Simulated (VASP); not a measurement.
# Ni (P-1) in VASP: single point with PBEsol

Aim: the single point of Ni with PBEsol.

Everything below comes from runs of VASP 6.6.1. Logs are shortened: lines on timing, memory, paths and dates and some standing lists are left out, and cuts for length are marked.

## 1. The cell of the first run

The typed cell holds 2 atoms: a = 2.508 Å, b = 2.202 Å, c = 3.733 Å, α = 86.91°, β = 90.17°, γ = 93.36°.

## 2. Single point, PBEsol, collinear spin, ferromagnetic start

File INCAR:

```
  PREC = Accurate
  ENCUT = 520
  EDIFF = 1E-7
  ISMEAR = 0
  SIGMA = 0.15
  LREAL = F
  LASPH = T
  NELM = 150
  ALGO = Fast
  ISIF = 2
  LWAVE = F
  LCHARG = F
  ISPIN = 2
  MAGMOM = 0.73 0.73
  LORBIT = 11
  LMAXMIX = 4
  GGA = PS
  NBANDS = 21
```

File KPOINTS:

```
regular mesh
0
Gamma
  14 14 10
```

File POSCAR:

```
Ni
1.0
   -0.0028777983     -1.8214226025     -1.7242647254
    0.0646513145      1.6045258069     -1.5073679298
    3.7318690123      0.0675291127     -0.0617735162
Ni
2
Direct
    0.4989880554      0.5015250427      0.5015600368
    0.0010119446     -0.0015250427     -0.0015600368
```

Potentials or basis: VASP PAW PBE potentials, release 64 (Ni).

Run with:

```sh
> cat potpaw_PBE.64/Ni/POTCAR > POTCAR
> mpirun -np 1 vasp_std > vasp.out
```

OUTCAR:

```text
PREC = Accurate
   ENCUT = 520
   EDIFF = 1E-7
   ISMEAR = 0
   LREAL = F
   LASPH = T
   NELM = 150
   ISIF = 2
   ISPIN = 2
   LORBIT = 11
   GGA = PS

 ion  position               nearest neighbor table
   1  0.499  0.502  0.502-   2 2.42   2 2.44   2 2.49   2 2.49   2 2.50   2 2.52   2 2.57   2 2.60

   2  0.001  0.998  0.998-   1 2.42   1 2.44   1 2.49   1 2.49   1 2.50   1 2.52   1 2.57   1 2.60

  LATTYP: Found a triclinic cell.
 ALAT       =     2.2024624703
 B/A-ratio  =     1.1387809435
 C/A-ratio  =     1.6949170030
 COS(alpha) =     0.0029077550
 COS(beta)  =     0.0538494398
 COS(gamma) =     0.0585810330

  Lattice vectors:

 A1 = (   0.0646513145,   1.6045258069,  -1.5073679298)
 A2 = (   0.0028777983,   1.8214226025,   1.7242647254)
 A3 = (   3.7318690123,   0.0675291127,  -0.0617735162)

Analysis of symmetry for initial positions (statically):
=====================================================================
 Subroutine PRICEL returns:
 Original cell was already a primitive cell.

 Routine SETGRP: Setting up the symmetry group for a
 triclinic supercell.

 Subroutine GETGRP returns: Found  2 space group operations
 (whereof  1 operations were pure point group operations)
 out of a pool of  2 trial point group operations.

The static configuration has the point symmetry C_1 .
 The point group associated with its full space group is S_2 .

Analysis of symmetry for dynamics (positions and initial velocities):
=====================================================================
 Subroutine PRICEL returns:
 Original cell was already a primitive cell.

 Routine SETGRP: Setting up the symmetry group for a
 triclinic supercell.

 Subroutine GETGRP returns: Found  2 space group operations
 (whereof  1 operations were pure point group operations)
 out of a pool of  2 trial point group operations.

The dynamic configuration has the point symmetry C_1 .
 The point group associated with its full space group is S_2 .

Analysis of structural, dynamic, and magnetic symmetry:
=====================================================================
 Subroutine PRICEL returns:
 Original cell was already a primitive cell.

 Routine SETGRP: Setting up the symmetry group for a
 triclinic supercell.

 Subroutine GETGRP returns: Found  2 space group operations
 (whereof  1 operations were pure point group operations)
 out of a pool of  2 trial point group operations.

The overall configuration has the point symmetry C_1 .
 The point group associated with its full space group is S_2 .

 Subroutine INISYM returns: Found  2 space group operations
 (whereof  1 operations are pure point group operations),
 and found     1 'primitive' translations

----------------------------------------------------------------------------------------

                                     Primitive cell

  volume of cell :      20.5559

  direct lattice vectors                    reciprocal lattice vectors
    -0.002877798 -1.821422602 -1.724264725     0.000130085 -0.273463974 -0.291084602
     0.064651315  1.604525807 -1.507367930    -0.011138088  0.313043891 -0.330664518
     3.731869012  0.067529113 -0.061773516     0.268155303 -0.005634087  0.005504002

  length of vectors
     2.508122290  2.202462470  3.732991089     0.399390545  0.455477286  0.268270952

  position of ions in fractional coordinates (direct lattice)
     0.498988055  0.501525043  0.501560037
     0.001011945  0.998474957  0.998439963

  ion indices of the primitive-cell ions
   primitive index   ion index
                 1           1
                 2           2

----------------------------------------------------------------------------------------

 KPOINTS: regular mesh

Automatic generation of k-mesh.
 Grid dimensions read from file:
 generate k-points for:   14   14   10

 Generating k-lattice:

  Cartesian coordinates                     Fractional coordinates (reciprocal lattice)
     0.000009292 -0.019533141 -0.020791757     0.071428571  0.000000000  0.000000000
    -0.000795578  0.022360278 -0.023618894     0.000000000  0.071428571 -0.000000000
     0.026815530 -0.000563409  0.000550400     0.000000000 -0.000000000  0.100000000

  Length of vectors
     0.028527896  0.032534092  0.026827095

  Shift w.r.t. Gamma in fractional coordinates (k-lattice)
     0.000000000  0.000000000  0.000000000

 Subroutine IBZKPT returns following result:
 ===========================================

 Found    984 irreducible k-points:

 Following reciprocal coordinates:
            Coordinates               Weight
  0.000000  0.000000  0.000000      1.000000
  0.071429 -0.000000  0.000000      2.000000
  0.142857 -0.000000  0.000000      2.000000
  0.214286  0.000000  0.000000      2.000000
  0.285714 -0.000000  0.000000      2.000000
  0.357143 -0.000000 -0.000000      2.000000
[... 16 lines left out ...]
  0.000000  0.142857  0.000000      2.000000
  0.071429  0.142857  0.000000      2.000000
 [... further k-points ...]
   k-points           NKPTS =    984   k-points in BZ     NKDIM =    984   number of bands    NBANDS=     21
   number of dos      NEDOS =    301   number of ions     NIONS =      2
   total plane-waves  NPLWV =   8960
   dimension x,y,z NGX =    20 NGY =   16 NGZ =   28
   dimension x,y,z NGXF=    40 NGYF=   32 NGZF=   56
   ions per type =               2
   NGX,Y,Z   is equivalent  to a cutoff of  13.26, 12.08, 12.47 a.u.
   NGXF,Y,Z  is equivalent  to a cutoff of  26.51, 24.15, 24.94 a.u.
 SYSTEM =  unknown system
   PREC   = accura    normal or accurate (medium, high low for compatibility)
   ISTART =      0    job   : 0-new  1-cont  2-samecut
   ICHARG =      2    charge: 1-file 2-atom 10-const
   ISPIN  =      2    spin polarized calculation?
   LNONCOLLINEAR =      F non collinear calculations
   LSORBIT =      F    spin-orbit coupling
   LASPH  =      T    aspherical Exc in radial PAW
   ENCUT  =  520.0 eV  38.22 Ry    6.18 a.u.   4.66  4.10  6.94*2*pi/ulx,y,z
   NELM   =    150;   NELMIN=  2; NELMDL= -5     # of ELM steps
   EDIFF  = 0.1E-06   stopping-criterion for ELM
   LREAL  =      F    real-space projection
   EDIFFG = 0.1E-05   stopping-criterion for IOM
   NSW    =      0    number of steps for IOM
   IBRION =     -1    ionic relax: 0-MD 1-quasi-New 2-CG
   NFREE  =      0    steps in history (QN), initial steepest desc. (CG)
   ISIF   =      2    stress and relaxation
   ISYM   =      2    0-nonsym 1-usesym 2-fastsym
   POTIM  = 0.5000    time-step for ionic-motion
   TEBEG  =    0.0;   TEEND  =   0.0 temperature during run
   PSTRESS=    0.0 pullay stress
   NELECT =      20.0000    total number of electrons
   NUPDOWN=      -1.0000    fix difference up-down
   EMIN   =  10.00;   EMAX   =-10.00  energy-range for DOS
   EFERMI =   0.00;   METHOD = LEGACY
   ISMEAR =     0;   SIGMA  =   0.15  broadening in eV -4-tet -1-fermi 0-gaus
   EFERMI_NEDOS =   21; number of points for ismear=-14 and -15
   IALGO  =     68    algorithm
   IMIX   =      4    mixing-type and parameters
     AMIX     =   0.40;   BMIX     =  1.00
     AMIX_MAG =   1.60;   BMIX_MAG =  1.00
  volume/ion in A,a.u.               =      10.28        69.36
  Fermi-wavevector in a.u.,A,eV,Ry     =   1.622205  3.065523 35.804409  2.631550
  Thomas-Fermi vector in A             =   2.715856
   LORBIT       =     11    0 simple, 1 ext, 2 COOP (PROOUT), +10 PAW based schemes
   GGA     = PS    functional components
   LHFCALC =     F    Hartree Fock is set to
   AEXX    =    0.0000 exact exchange contribution
   IVDW    =     0    specifies the selected vdW correction
   LEPSILON=     F    determine dielectric tensor
   LRPA    =     F    only Hartree local field effects (RPA)
 spin polarized calculation
 RMM-DIIS sequential band-by-band and
 Gauss-broadening in eV      SIGMA  =   0.15
  energy-cutoff  :      520.00
  volume of cell :       20.56
 maximum number of plane-waves:       567
   NGX =  9   NGY =  9   NGZ = 13

 number of electron      19.9999991 magnetization       1.1789646

 Free energy of the ion-electron system (eV)
  ---------------------------------------------------
  ext. energy  EPLUGINS =         0.00000000
  ---------------------------------------------------
  free energy    TOTEN  =       -11.93178202 eV

  energy without entropy =      -11.89009374  energy(sigma->0) =      -11.91093788

 E-fermi :   9.9927     XC(G=0): -13.7605

 val. band max:        9.9926641373   @ k =   0.4286  -0.2857   0.4000
 cond. band min:       9.9927717010   @ k =   0.4286   0.2143   0.5000
 fundamental gap:      0.0001075638
 Fermi energy:         9.9927206455

 spin component 1

 k-point     1 :       0.0000    0.0000    0.0000
  band No.  band energies     occupation
      1       0.5665      1.00000
      2       4.8791      1.00000
      3       5.5448      1.00000
      4       6.6609      1.00000
      5       7.3185      1.00000
      6       8.2917      1.00000
[... 13 lines left out ...]
     20      38.4131      0.00000
     21      38.7010      0.00000

 k-point     2 :       0.0714   -0.0000    0.0000
  band No.  band energies     occupation
      1       0.6971      1.00000
      2       4.9401      1.00000
      3       5.5862      1.00000
      4       6.6724      1.00000
      5       7.2816      1.00000
      6       8.3173      1.00000
[... 13 lines left out ...]
     20      38.3435      0.00000
     21      39.7845      0.00000

 k-point     3 :       0.1429   -0.0000    0.0000
  band No.  band energies     occupation
      1       1.0827      1.00000
      2       5.1025      1.00000
      3       5.7115      1.00000
      4       6.6995      1.00000
      5       7.1779      1.00000
      6       8.3854      1.00000
[... 13 lines left out ...]
     20      38.8180      0.00000
     21      41.5990      0.00000
[... 457 lines left out ...]
 k-point    23 :       0.0000    0.1429    0.0000
  band No.  band energies     occupation
      1       1.2529      1.00000
      2       5.3313      1.00000
      3       5.8351      1.00000
      4       7.0706      1.00000
      5       7.4600      1.00000
      6       7.9965      1.00000
[... 13 lines left out ...]
     20      37.7344      0.00000
     21      39.0431      0.00000

 k-point    24 :       0.0714    0.1429    0.0000
  band No.  band energies     occupation
      1       1.4126      1.00000
      2       5.4034      1.00000
      3       5.8535      1.00000
      4       7.0827      1.00000
      5       7.4430      1.00000
      6       7.9788      1.00000
[... 13 lines left out ...]
     20      37.6631      0.00000
     21      40.3976      0.00000

 [... further k-points ...]

 spin component 2

 k-point     1 :       0.0000    0.0000    0.0000
  band No.  band energies     occupation
      1       0.5710      1.00000
      2       5.2267      1.00000
      3       6.0886      1.00000
      4       7.3057      1.00000
      5       7.9575      1.00000
      6       8.9371      1.00000
[... 13 lines left out ...]
     20      38.3525      0.00000
     21      38.8206      0.00000

 k-point     2 :       0.0714   -0.0000    0.0000
  band No.  band energies     occupation
      1       0.7018      1.00000
      2       5.2958      1.00000
      3       6.1228      1.00000
      4       7.3159      1.00000
      5       7.9163      1.00000
      6       8.9719      1.00000
[... 13 lines left out ...]
     20      38.3564      0.00000
     21      39.8348      0.00000

 k-point     3 :       0.1429   -0.0000    0.0000
  band No.  band energies     occupation
      1       1.0884      1.00000
      2       5.4863      1.00000
      3       6.2216      1.00000
      4       7.3383      1.00000
      5       7.8003      1.00000
      6       8.8791      1.00000
[... 13 lines left out ...]
     20      38.9287      0.00000
     21      41.6052      0.00000
[... 457 lines left out ...]
 k-point    23 :       0.0000    0.1429    0.0000
  band No.  band energies     occupation
      1       1.2588      1.00000
      2       5.6776      1.00000
      3       6.3981      1.00000
      4       7.7293      1.00000
      5       8.1080      1.00000
      6       8.6352      1.00000
[... 13 lines left out ...]
     20      37.7778      0.00000
     21      39.1537      0.00000

 k-point    24 :       0.0714    0.1429    0.0000
  band No.  band energies     occupation
      1       1.4189      1.00000
      2       5.7567      1.00000
      3       6.4107      1.00000
      4       7.7398      1.00000
      5       8.0788      1.00000
      6       8.4969      1.00000
[... 13 lines left out ...]
     20      37.6924      0.00000
     21      40.4369      0.00000

 [... further k-points ...]
[... 5 lines left out ...]
  --------------------------------------------------------------------------------------
  -------------------------------------------------------------------------------------
  Total       -1.0225631      2.0943387      2.2436798     -0.2794367     -3.6528011      0.5165169
  in kB      -79.7009694    163.2376761    174.8776688    -21.7799537   -284.7078900     40.2585436
  external PRESSURE =      86.1381252 kB  Pullay stress =       0.0000000 kB

 VOLUME and BASIS-vectors are now :
 -----------------------------------------------------------------------------
  energy-cutoff  :      520.00
  volume of cell :       20.56
      direct lattice vectors                 reciprocal lattice vectors
    -0.002877798 -1.821422602 -1.724264725     0.000130085 -0.273463974 -0.291084602
     0.064651315  1.604525807 -1.507367930    -0.011138088  0.313043891 -0.330664518
     3.731869012  0.067529113 -0.061773516     0.268155303 -0.005634087  0.005504002

 POSITION                                       TOTAL-FORCE (eV/Angst)
 -----------------------------------------------------------------------------------
      1.90274     -0.07029     -1.64735        -0.087023     -0.016793     -0.008420
      3.79060      1.66766     -1.56849         0.087023      0.016793      0.008420
 -----------------------------------------------------------------------------------
    total drift:                                0.000000      0.000000      0.000000

  FREE ENERGIE OF THE ION-ELECTRON SYSTEM (eV)
  ---------------------------------------------------
  free  energy   TOTEN  =       -11.9317820211 eV

  energy  without entropy=      -11.8900937420  energy(sigma->0) =      -11.91093788

 total charge

# of ion       s       p       d       tot
------------------------------------------
    1        0.531   0.557   8.365   9.454
    2        0.531   0.557   8.365   9.454
--------------------------------------------------
tot          1.063   1.115  16.729  18.907

 magnetization (x)

# of ion       s       p       d       tot
------------------------------------------
    1       -0.004  -0.020   0.616   0.592
    2       -0.004  -0.020   0.616   0.592
--------------------------------------------------
tot         -0.008  -0.039   1.232   1.184
```

It took 14 min on 1 thread of Oxide Virtual Turin-like, shared host; peak memory 0.58 GiB.

Results:

```yaml
Free_energy: -11.9318 eV
Pressure: 8.6 GPa
Largest_force: 0.089 eV/Å
Net_moment: 1.18 μB per cell
Site_moments: Ni +0.59 μB
Valence_electrons_inside_the_program's_atomic_spheres: Ni 9.45
```

Forces in eV/Å, atoms in the order of the input:
```
Ni  -0.087 -0.017 -0.008
Ni   0.087  0.017  0.008
```

Stress tensor (GPa, compression positive):
```
 -7.97  -2.18   4.03
 -2.18  16.32 -28.47
  4.03 -28.47  17.49
```

Caveat: the stress differs along the axes, from -8 to 17 GPa; the PAW data sets were made with another functional, which shifts forces and pressure a little.
